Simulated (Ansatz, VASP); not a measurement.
MgO: VASP beside Ansatz

INCAR

```
  PREC = Accurate
  ENCUT = 600
  EDIFF = 1E-6
  ISMEAR = 0
  SIGMA = 0.02
  LREAL = False
  LASPH = True
  NELM = 120
  ALGO = Normal
  ISIF = 2
  LWAVE = False
  LCHARG = False
  GGA = PE
  NBANDS = 11
  GGA_COMPAT = False
```

File KPOINTS:

```
Automatic mesh
0
Gamma
  10 10 10
```

File POSCAR:

```
MgO
1.0
    0.0000000000      2.1269094260      2.1269094260
    2.1269094260      0.0000000000      2.1269094260
    2.1269094260      2.1269094260      0.0000000000
Mg O
1 1
Direct
    0.0000000000      0.0000000000      0.0000000000
    0.5000000000      0.5000000000      0.5000000000
```

Input for Ansatz:

```yaml
crystal:
  lattice:
    - [0.0, 2.126909426, 2.126909426]
    - [2.126909426, 0.0, 2.126909426]
    - [2.126909426, 2.126909426, 0.0]
  atoms:
    - { symbol: Mg, position: [0.0, 0.0, 0.0] }
    - { symbol: O, position: [0.5, 0.5, 0.5] }
basis:
  ecutwfc: 420
kpoints:
  mp_grid: { grid: [10, 10, 10] }
  band_path: { path: [VBM, CBM], npoints: 2 }
hamiltonian:
  xc: pbe
scf:
  occupations: { method: gaussian, width: 0.02 }
output:
  forces: false
  stress: false
  eigenvalues: true
checkpoint:
  read: start.run
  write: ck
  compress: false
  write_wavefunctions: false
  write_every: 100000
```

Alike in both runs: task single point; functional PBE; k mesh 10 × 10 × 10; occupations gaussian, width 0.02 eV; no spin polarisation.

|  | VASP | Ansatz |
| --- | --- | --- |
| version | VASP 6.6.1 | Ansatz 0.2.0 |
| potentials or method | VASP PAW PBE potentials, release 64 (Mg, O), cutoff 600 eV | scalar-relativistic, plane waves, PAW |
| valence electrons in the cell | 8 | 16 |

```csv
,VASP,Ansatz,Ansatz less VASP
gap on the k mesh at the Fermi level (eV),4.44,4.46,+0.016
least direct gap on the mesh (eV),4.44,4.46,+0.016
```

VASP's potentials hold 8 valence electrons a cell and Ansatz's 16, so a difference there can come from the potentials and not from the codes.
